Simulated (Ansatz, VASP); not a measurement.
# Two plane-wave programs on Be3Se4

File INCAR:

```
SYSTEM = Be3Se4
ALGO = Normal
EDIFF = 1E-7
EDIFFG = -0.08
ENCUT = 600
GGA = PE
IBRION = 2
ISIF = 3
ISMEAR = 0
LASPH = .TRUE.
LCHARG = .FALSE.
LREAL = .FALSE.
LWAVE = .FALSE.
NELM = 100
NSW = 36
PREC = Accurate
SIGMA = 0.2
```

Contents of KPOINTS:

```
k-points
0
G
  5 5 5
  0 0 0
```

The input POSCAR:

```
Be3Se4
1.0
   -2.5200000000      2.5200000000      5.0400000000
    2.5200000000     -2.5200000000      5.0400000000
    2.5200000000      2.5200000000     -5.0400000000
Be Se
3 4
Direct
    0.2500000000      0.7500000000      0.5000000000
    0.7500000000      0.2500000000      0.5000000000
    0.5000000000      0.5000000000      0.0000000000
    0.3730000000      0.8830000000      0.0000000000
    0.8830000000      0.3730000000      0.0000000000
    0.1170000000      0.1170000000      0.4900000000
    0.6270000000      0.6270000000      0.5100000000
```

Input for Ansatz:

```yaml
crystal:
  lattice:
    - [-2.52, 2.52, 5.04]
    - [2.52, -2.52, 5.04]
    - [2.52, 2.52, -5.04]
  atoms:
    - { symbol: Be, position: [0.25, 0.75, 0.5] }
    - { symbol: Be, position: [0.75, 0.25, 0.5] }
    - { symbol: Be, position: [0.5, 0.5, 0.0] }
    - { symbol: Se, position: [0.373, 0.883, 0.0] }
    - { symbol: Se, position: [0.883, 0.373, 0.0] }
    - { symbol: Se, position: [0.117, 0.117, 0.49] }
    - { symbol: Se, position: [0.627, 0.627, 0.51] }
basis:
  ecutwfc: 420
kpoints:
  mp_grid: { grid: [5, 5, 5] }
hamiltonian:
  xc: pbe
scf:
  occupations: { method: gaussian, width: 0.2 }
  lower_state_search: "off"
output:
  forces: true
  stress: true
  eigenvalues: true
relax:
  adjacent_minimum: "off"
  f_tol: 0.08
  max_steps: 16
  cell: { stress_tol: 0.8 }
```

Alike in both runs: task relaxation of cell and atoms; functional PBE; k mesh 5 × 5 × 5; occupations gaussian, width 0.2 eV; no spin polarisation.

|  | VASP | Ansatz |
| --- | --- | --- |
| version | VASP 6.6.1 | Ansatz 0.2.0 |
| potentials or method | VASP PAW PBE potentials, release 64 (Be, Se), cutoff 600 eV | scalar-relativistic, plane waves, PAW |
| valence electrons in the cell | 30 | 70 |

|  | VASP | Ansatz | Ansatz less VASP |
| --- | --- | --- | --- |
| gap on the k mesh at the Fermi level, each at its own relaxed structure (eV) | none | none | - |
| relaxed volume (Å³/atom) | 19.25 | 19.36 | +0.112 |
| relaxed cell length with the largest relative difference (Å) | 6.544 | 6.569 | +0.0254 |

A gap of «none» marks a metal or a gap that the smearing closes. VASP's potentials hold 30 valence electrons a cell and Ansatz's 70, so a difference there can come from the potentials and not from the codes.
